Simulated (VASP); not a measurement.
# MgS (Fm-3m) in VASP: notebook

MgS is run at these levels: PBE0, b88 exchange, pbe correlation, B3LYP; tasks: single point.

All numbers are computed with VASP 6.6.1; they aren't measurements. Logs are shortened: lines on timing, memory, paths and dates and some standing lists are left out, and cuts for length are marked.

## (1) The cell of the first run

Symmetry: Fm-3m, No. 225, cubic system. The conventional cell has a = 5.305 Å, b = 5.305 Å, c = 5.305 Å, α = 90.00°, β = 90.00°, γ = 90.00°. S (site symmetry m-3m) has 6 Mg at 2.65 Å within 3.5 Å. Mg (site symmetry m-3m) has 6 S at 2.65 Å within 3.5 Å.

## (2) Single point, PBE0

POSCAR reads:

```
MgS
1.0
    0.0000000000      2.6526756995      2.6526756995
    2.6526756995      0.0000000000      2.6526756995
    2.6526756995      2.6526756995      0.0000000000
S Mg
1 1
Direct
    0.5000000000      0.5000000000      0.5000000000
    0.0000000000      0.0000000000      0.0000000000
```

INCAR.step1 reads:

```
PREC = Accurate ; ENCUT = 520
EDIFF = 1E-5 ; ISMEAR = -1
SIGMA = 0.05 ; LREAL = False
LASPH = True ; NELM = 100
ALGO = Normal ; ISIF = 2
LWAVE = True ; LCHARG = False
NBANDS = 11 ; GGA = PE
```

INCAR.step2 reads:

```
PREC = Accurate ; ENCUT = 520
EDIFF = 1E-6 ; ISMEAR = -1
SIGMA = 0.05 ; LREAL = False
LASPH = True ; NELM = 100
ALGO = Normal ; ISIF = 2
LWAVE = False ; LCHARG = False
GGA = PE ; LHFCALC = True
AEXX = 0.25 ; PRECFOCK = Normal
NBANDS = 11 ; ISTART = 1
```

KPOINTS reads:

```
Automatic mesh
0
Gamma
  4 4 4
```

Potentials or basis: VASP PAW PBE potentials, release 64 (S, Mg).

Command:

```sh
$ cat potpaw_PBE.64/S/POTCAR potpaw_PBE.64/Mg/POTCAR > POTCAR
$ cp INCAR.step1 INCAR
$ mpirun -np 1 vasp_std > vasp.out
$ cp INCAR.step2 INCAR
$ mpirun -np 1 vasp_std > vasp.out
```

OUTCAR:

```text
PREC = Accurate
   ENCUT = 520
   EDIFF = 1E-6
   ISMEAR = -1
   LREAL = False
   LASPH = True
   NELM = 100
   ISIF = 2
   GGA = PE
   LHFCALC = True
   AEXX = 0.25
   PRECFOCK = Normal
   ISTART = 1

 ion  position               nearest neighbor table
   1  0.500  0.500  0.500-   2 2.65   2 2.65   2 2.65   2 2.65   2 2.65   2 2.65
   2  0.000  0.000  0.000-   1 2.65   1 2.65   1 2.65   1 2.65   1 2.65   1 2.65

  LATTYP: Found a face centered cubic cell.
 ALAT       =     5.3053513990

  Lattice vectors:

 A1 = (   0.0000000000,   2.6526756995,   2.6526756995)
 A2 = (   2.6526756995,   0.0000000000,   2.6526756995)
 A3 = (   2.6526756995,   2.6526756995,   0.0000000000)

Analysis of symmetry for initial positions (statically):
=====================================================================
 Subroutine PRICEL returns:
 Original cell was already a primitive cell.

 Routine SETGRP: Setting up the symmetry group for a
 face centered cubic supercell.

 Subroutine GETGRP returns: Found 48 space group operations
 (whereof 48 operations were pure point group operations)
 out of a pool of 48 trial point group operations.

The static configuration has the point symmetry O_h .

Analysis of symmetry for dynamics (positions and initial velocities):
=====================================================================
 Subroutine PRICEL returns:
 Original cell was already a primitive cell.

 Routine SETGRP: Setting up the symmetry group for a
 face centered cubic supercell.

 Subroutine GETGRP returns: Found 48 space group operations
 (whereof 48 operations were pure point group operations)
 out of a pool of 48 trial point group operations.

The dynamic configuration has the point symmetry O_h .

 Subroutine INISYM returns: Found 48 space group operations
 (whereof 48 operations are pure point group operations),
 and found     1 'primitive' translations

----------------------------------------------------------------------------------------

                                     Primitive cell

  volume of cell :      37.3321

  direct lattice vectors                    reciprocal lattice vectors
     0.000000000  2.652675700  2.652675700    -0.188488928  0.188488928  0.188488928
     2.652675700  0.000000000  2.652675700     0.188488928 -0.188488928  0.188488928
     2.652675700  2.652675700  0.000000000     0.188488928  0.188488928 -0.188488928

  length of vectors
     3.751449951  3.751449951  3.751449951     0.326472401  0.326472401  0.326472401

  position of ions in fractional coordinates (direct lattice)
     0.500000000  0.500000000  0.500000000
     0.000000000  0.000000000  0.000000000

  ion indices of the primitive-cell ions
   primitive index   ion index
                 1           1
                 2           2

----------------------------------------------------------------------------------------

 KPOINTS: Automatic mesh

Automatic generation of k-mesh.
 Grid dimensions read from file:
 generate k-points for:    4    4    4

 Generating k-lattice:

  Cartesian coordinates                     Fractional coordinates (reciprocal lattice)
    -0.047122232  0.047122232  0.047122232     0.250000000  0.000000000  0.000000000
     0.047122232 -0.047122232  0.047122232     0.000000000  0.250000000  0.000000000
     0.047122232  0.047122232 -0.047122232     0.000000000  0.000000000  0.250000000

  Length of vectors
     0.081618100  0.081618100  0.081618100

  Shift w.r.t. Gamma in fractional coordinates (k-lattice)
     0.000000000  0.000000000  0.000000000

 Subroutine IBZKPT returns following result:
 ===========================================

 Found      8 irreducible k-points:

 Following reciprocal coordinates:
            Coordinates               Weight
  0.000000  0.000000  0.000000      1.000000
  0.250000  0.000000  0.000000      8.000000
  0.500000  0.000000  0.000000      4.000000
  0.250000  0.250000  0.000000      6.000000
  0.500000  0.250000  0.000000     24.000000
 -0.250000  0.250000  0.000000     12.000000
  0.500000  0.500000  0.000000      3.000000
 -0.250000  0.500000  0.250000      6.000000
   k-points           NKPTS =      8   k-points in BZ     NKDIM =     64   number of bands    NBANDS=     11
   number of dos      NEDOS =    301   number of ions     NIONS =      2
   total plane-waves  NPLWV =  21952
   dimension x,y,z NGX =    28 NGY =   28 NGZ =   28
   dimension x,y,z NGXF=    56 NGYF=   56 NGZF=   56
   ions per type =               1   1
   NGX,Y,Z   is equivalent  to a cutoff of  12.41, 12.41, 12.41 a.u.
   NGXF,Y,Z  is equivalent  to a cutoff of  24.82, 24.82, 24.82 a.u.
 SYSTEM =  unknown system
   PREC   = accura    normal or accurate (medium, high low for compatibility)
   ISTART =      1    job   : 0-new  1-cont  2-samecut
   ICHARG =      0    charge: 1-file 2-atom 10-const
   ISPIN  =      1    spin polarized calculation?
   LNONCOLLINEAR =      F non collinear calculations
   LSORBIT =      F    spin-orbit coupling
   LASPH  =      T    aspherical Exc in radial PAW
   ENCUT  =  520.0 eV  38.22 Ry    6.18 a.u.   6.98  6.98  6.98*2*pi/ulx,y,z
   NELM   =    100;   NELMIN=  2; NELMDL=  0     # of ELM steps
   EDIFF  = 0.1E-05   stopping-criterion for ELM
   LREAL  =      F    real-space projection
   EDIFFG = 0.1E-04   stopping-criterion for IOM
   NSW    =      0    number of steps for IOM
   IBRION =     -1    ionic relax: 0-MD 1-quasi-New 2-CG
   NFREE  =      0    steps in history (QN), initial steepest desc. (CG)
   ISIF   =      2    stress and relaxation
   ISYM   =      3    0-nonsym 1-usesym 2-fastsym
   POTIM  = 0.5000    time-step for ionic-motion
   TEBEG  =    0.0;   TEEND  =   0.0 temperature during run
   PSTRESS=    0.0 pullay stress
   NELECT =       8.0000    total number of electrons
   NUPDOWN=      -1.0000    fix difference up-down
   EMIN   =  10.00;   EMAX   =-10.00  energy-range for DOS
   EFERMI =   0.00;   METHOD = LEGACY
   ISMEAR =    -1;   SIGMA  =   0.05  broadening in eV -4-tet -1-fermi 0-gaus
   EFERMI_NEDOS =   21; number of points for ismear=-14 and -15
   IALGO  =     38    algorithm
   IMIX   =      1    mixing-type and parameters
     AMIX     =   0.40;   BMIX     =  1.00
     AMIX_MAG =   1.60;   BMIX_MAG =  1.00
  volume/ion in A,a.u.               =      18.67       125.96
  Fermi-wavevector in a.u.,A,eV,Ry     =   0.979664  1.851297 13.058088  0.959742
  Thomas-Fermi vector in A             =   2.110535
   LORBIT       =      0    0 simple, 1 ext, 2 COOP (PROOUT), +10 PAW based schemes
   GGA     = PE    functional components
   LHFCALC =     T    Hartree Fock is set to
   PRECFOCK=normal    Normal, Fast or Accurate (Low or Medium for compatibility)
   ENCUT4O =  -1.0   cutoff for four orbital integrals eV
   NKREDX  =     1    reduce k-point grid by
   NKREDY  =     1    reduce k-point grid by
   NKREDZ  =     1    reduce k-point grid by
   AEXX    =    0.2500 exact exchange contribution
   HFSCREEN=    0.0000 screening length (either q_TF or 0.3 A-1)
   HFSCREENC=   0.0000 screening length for correlation (either q_TF or 0.3 A-1)
   ENCUTFOCK=  -1.0 apply spherical cutoff to Coloumb kernel
   IVDW    =     0    specifies the selected vdW correction
   LEPSILON=     F    determine dielectric tensor
   LRPA    =     F    only Hartree local field effects (RPA)
 non-spin polarized calculation
  energy-cutoff  :      520.00
  volume of cell :       37.33
 maximum number of plane-waves:      1036
  NGX = 24; NGY = 24; NGZ = 24

 number of electron       8.0000001 magnetization

 Free energy of the ion-electron system (eV)
  ---------------------------------------------------
  ext. energy  EPLUGINS =         0.00000000
  ---------------------------------------------------
  free energy    TOTEN  =       -10.39991366 eV

  energy without entropy =      -10.39991366  energy(sigma->0) =      -10.39991366

 E-fermi :   3.3139     XC(G=0):  -7.4637

 val. band max:        2.1803684156   @ k =   0.0000   0.0000   0.0000
 cond. band min:       6.5532900115   @ k =   0.5000   0.5000   0.0000
 fundamental gap:      4.3729215959
 Fermi energy:         3.3139236756

 k-point     1 :       0.0000    0.0000    0.0000
  band No.  band energies     occupation
      1     -11.4689      2.00000
      2       2.1804      2.00000
      3       2.1804      2.00000
      4       2.1804      2.00000
      5       7.2629      0.00000
      6      12.0793      0.00000
      7      12.0793      0.00000
      8      12.0793      0.00000
      9      14.5738      0.00000
     10      14.5738      0.00000
     11      16.4911      0.00000

 k-point     2 :       0.2500    0.0000    0.0000
  band No.  band energies     occupation
      1     -10.9118      2.00000
      2      -0.7045      2.00000
      3       1.8693      2.00000
      4       1.8693      2.00000
      5       8.7255      0.00000
      6      11.8794      0.00000
      7      11.8794      0.00000
      8      12.1929      0.00000
      9      14.4334      0.00000
     10      14.4334      0.00000
     11      15.7835      0.00000

 k-point     3 :       0.5000    0.0000    0.0000
  band No.  band energies     occupation
      1     -10.1858      2.00000
      2      -2.7971      2.00000
      3       1.6017      2.00000
      4       1.6017      2.00000
      5       8.3934      0.00000
      6      10.9178      0.00000
      7      10.9178      0.00000
      8      13.9058      0.00000
      9      16.1114      0.00000
     10      18.6847      0.00000
     11      18.6847      0.00000

 k-point     4 :       0.2500    0.2500    0.0000
  band No.  band energies     occupation
      1     -10.7364      2.00000
      2      -0.4355      2.00000
      3       1.2045      2.00000
      4       1.2045      2.00000
      5       8.7978      0.00000
      6       9.6928      0.00000
      7      12.0454      0.00000
      8      14.2599      0.00000
      9      14.2599      0.00000
     10      15.5914      0.00000
     11      19.2933      0.00000

 k-point     5 :       0.5000    0.2500    0.0000
  band No.  band energies     occupation
      1     -10.0209      2.00000
      2      -1.9665      2.00000
      3      -0.0289      2.00000
      4       0.9684      2.00000
      5       8.2780      0.00000
      6      10.6969      0.00000
      7      12.7475      0.00000
      8      13.0238      0.00000
      9      16.5362      0.00000
     10      18.8732      0.00000
     11      19.5337      0.00000

 k-point     6 :      -0.2500    0.2500    0.0000
  band No.  band energies     occupation
      1     -10.2527      2.00000
      2      -1.6209      2.00000
      3      -0.1599      2.00000
      4       1.5687      2.00000
      5       9.6128      0.00000
      6      11.3679      0.00000
      7      11.8794      0.00000
      8      11.9662      0.00000
      9      14.7020      0.00000
     10      18.2045      0.00000
     11      19.1121      0.00000

 k-point     7 :       0.5000    0.5000    0.0000
  band No.  band energies     occupation
      1      -9.8187      2.00000
      2      -2.1229      2.00000
      3       0.4624      2.00000
      4       0.4624      2.00000
      5       6.5533      0.00000
      6       8.4363      0.00000
      7      15.8877      0.00000
      8      17.1258      0.00000
      9      17.2564      0.00000
     10      17.2564      0.00000
     11      20.1858      0.00000

 k-point     8 :      -0.2500    0.5000    0.2500
  band No.  band energies     occupation
      1      -9.7785      2.00000
      2      -1.1005      2.00000
      3      -1.1005      2.00000
      4      -0.1761      2.00000
      5       9.0570      0.00000
      6      11.9775      0.00000
      7      11.9775      0.00000
      8      12.0176      0.00000
      9      18.2611      0.00000
     10      18.2611      0.00000
     11      19.7667      0.00000

------------------------ aborting loop because EDIFF is reached ----------------------------------------

  FORCE on cell =-STRESS in cart. coord.  units (eV):
  Direction    XX          YY          ZZ          XY          YZ          ZX
  --------------------------------------------------------------------------------------
  -------------------------------------------------------------------------------------
  Total       -1.0666311     -1.0666311     -1.0666311     -0.0000000      0.0000000      0.0000000
  in kB      -45.7764756    -45.7764756    -45.7764756     -0.0000000      0.0000000      0.0000000
  external PRESSURE =     -45.7764756 kB  Pullay stress =       0.0000000 kB

 VOLUME and BASIS-vectors are now :
 -----------------------------------------------------------------------------
  energy-cutoff  :      520.00
  volume of cell :       37.33
      direct lattice vectors                 reciprocal lattice vectors
     0.000000000  2.652675700  2.652675700    -0.188488928  0.188488928  0.188488928
     2.652675700  0.000000000  2.652675700     0.188488928 -0.188488928  0.188488928
     2.652675700  2.652675700  0.000000000     0.188488928  0.188488928 -0.188488928

 POSITION                                       TOTAL-FORCE (eV/Angst)
 -----------------------------------------------------------------------------------
      2.65268      2.65268      2.65268         0.000000      0.000000      0.000000
      0.00000      0.00000      0.00000        -0.000000     -0.000000     -0.000000
 -----------------------------------------------------------------------------------
    total drift:                               -0.000000     -0.000000     -0.000000

  FREE ENERGIE OF THE ION-ELECTRON SYSTEM (eV)
  ---------------------------------------------------
  free  energy   TOTEN  =       -10.3999136591 eV

  energy  without entropy=      -10.3999136591  energy(sigma->0) =      -10.39991366
```

Run time: 3.3 min. Hardware: 1 thread of Intel Xeon 8259CL, shared host; peak memory 0.17 GiB.

What came out:

- Free energy: -10.3999 eV
- Pressure: -4.6 GPa
- Band gap on the k mesh: 4.37 eV (least direct gap 5.08 eV)

Caveat: the k points lie up to 0.51 Å⁻¹ apart; the PAW data sets were made with another functional, which shifts forces and pressure a little.

## (3) Single point, b88 exchange, pbe correlation (22.01 Å³/atom)

This run uses another cell than the first one, of 22.01 Å³/atom.

INCAR reads:

```
SYSTEM = MgS
  ALGO = Normal
  EDIFF = 1E-6
  ENCUT = 600
  GGA = LIBXC
  GGA_COMPAT = .FALSE.
  ISIF = 2
  ISMEAR = 0
  LASPH = .TRUE.
  LCHARG = .TRUE.
  LELF = .TRUE.
  LIBXC1 = GGA_X_B88
  LIBXC2 = GGA_C_PBE
  LREAL = .FALSE.
  LVHAR = .TRUE.
  LWAVE = .FALSE.
  NBANDS = 11
  NELM = 120
  PREC = Accurate
  SIGMA = 0.01
```

KPOINTS reads:

```
k-points
0
G
  9 9 9
  0 0 0
```

POSCAR reads:

```
MgS
1.0
    0.0000000000      2.8025425050      2.8025425050
    2.8025425050      0.0000000000      2.8025425050
    2.8025425050      2.8025425050      0.0000000000
S Mg
1 1
Direct
    0.5000000000      0.5000000000      0.5000000000
    0.0000000000      0.0000000000      0.0000000000
```

Potentials or basis: VASP PAW PBE potentials, release 64 (S, Mg).

Command:

```sh
$ cat potpaw_PBE.64/S/POTCAR potpaw_PBE.64/Mg/POTCAR > POTCAR
$ mpirun -np 1 vasp_std > vasp.out
```

It took 20 s on 1 thread of AMD EPYC 7R43 (Zen 3), shared host; peak memory 0.15 GiB.

Results (log left out):

```yaml
Free_energy: -8.0006 eV
Pressure: -10.0 GPa
Band_gap_on_the_k_mesh: 2.25 eV
```

Levels at points of the mesh, in eV from the valence-band top:
```
           k point  band 2  band 3  band 4  band 5  band 6  band 7
(0.00, 0.00, 0.00)    0.00    0.00    0.00    2.25    8.00    8.00
```

Caveat: the cell stands under tension; the PAW data sets were made with another functional, which shifts forces and pressure a little; an odd mesh through Γ misses points on the zone boundary, where band edges can lie.

## (4) Single point, B3LYP (20.25 Å³/atom)

This run uses another cell than the first one, of 20.25 Å³/atom.

POSCAR reads:

```
MgS
1.0
    0.0000000000      2.7257215250      2.7257215250
    2.7257215250      0.0000000000      2.7257215250
    2.7257215250      2.7257215250      0.0000000000
S Mg
1 1
Direct
    0.5000000000      0.5000000000      0.5000000000
    0.0000000000      0.0000000000      0.0000000000
```

INCAR.step1 reads:

```
SYSTEM = MgS
ALGO = Normal ; EDIFF = 1E-5
ENCUT = 520 ; GGA = PE
ISIF = 2 ; ISMEAR = 0
LASPH = .True. ; LREAL = .False.
LWAVE = .True. ; NBANDS = 11
NELM = 60 ; PREC = Accurate
SIGMA = 0.05
```

INCAR.step2 reads:

```
SYSTEM = MgS
AEXX = 0.2 ; AGGAC = 0.81
AGGAX = 0.72 ; ALDAC = 0.19
ALGO = Normal ; EDIFF = 1E-6
ENCUT = 520 ; GGA = B3
ISIF = 2 ; ISMEAR = 0
ISTART = 1 ; LASPH = .True.
LCHARG = .True. ; LELF = .True.
LHFCALC = .True. ; LREAL = .False.
LVHAR = .True. ; LWAVE = .False.
NBANDS = 11 ; NELM = 60
PREC = Accurate ; PRECFOCK = Normal
SIGMA = 0.05
```

KPOINTS reads:

```
k-points
0
Gamma
  5 5 5
  0 0 0
```

Command:

```sh
$ cat potpaw_PBE.64/S/POTCAR potpaw_PBE.64/Mg/POTCAR > POTCAR
$ cp INCAR.step1 INCAR
$ mpirun -np 1 vasp_std > vasp.out
$ cp INCAR.step2 INCAR
$ mpirun -np 1 vasp_std > vasp.out
```

Run time: 9.3 min. Hardware: 1 thread of Intel Xeon 8259CL, shared host; peak memory 0.18 GiB.

Results (log left out):

```
Free energy            : -9.1184 eV
Pressure               : -7.0 GPa
Band gap on the k mesh : 4.22 eV
```

Levels at points of the mesh, in eV from the valence-band top:
```tsv
k point	band 2	band 3	band 4	band 5	band 6	band 7
(0.00, 0.00, 0.00)	0.00	0.00	0.00	4.22	9.68	9.68
```

Caveat: the cell stands under tension; the PAW data sets were made with another functional, which shifts forces and pressure a little; an odd mesh through Γ misses points on the zone boundary, where band edges can lie.

## (5) The runs side by side

| level | cell | k mesh | cutoff (eV) | smearing | grid for exact exchange (PRECFOCK) | share of exact exchange | gap on the mesh (eV) | pressure (GPa) |
| --- | --- | --- | --- | --- | --- | --- | --- | --- |
| PBE0 | a = 3.751 Å, angles 60.0°, 2 atoms | 4 × 4 × 4 | 520 | fermi-dirac 0.05 eV | Normal | 0.25 | 4.37 | -4.6 |
| b88 exchange, pbe correlation | a = 3.963 Å, angles 60.0°, 2 atoms | 9 × 9 × 9 | 600 | gaussian 0.01 eV | - | - | 2.25 | -10.0 |
| B3LYP | a = 3.855 Å, angles 60.0°, 2 atoms | 5 × 5 × 5 | 520 | gaussian 0.05 eV | Normal | 0.2 | 4.22 | -7.0 |

Alike in all rows: task single point; potentials or basis VASP PAW PBE potentials, release 64 (S, Mg); no spin polarisation.

Caveats: some runs use coarse meshes; the PAW data sets were made with another functional, which shifts forces and pressure a little; the cell stands under tension (at least some runs); an odd mesh through Γ misses points on the zone boundary, where band edges can lie (at least some runs).

Absolute energies hang on the potentials; compare differences alone.
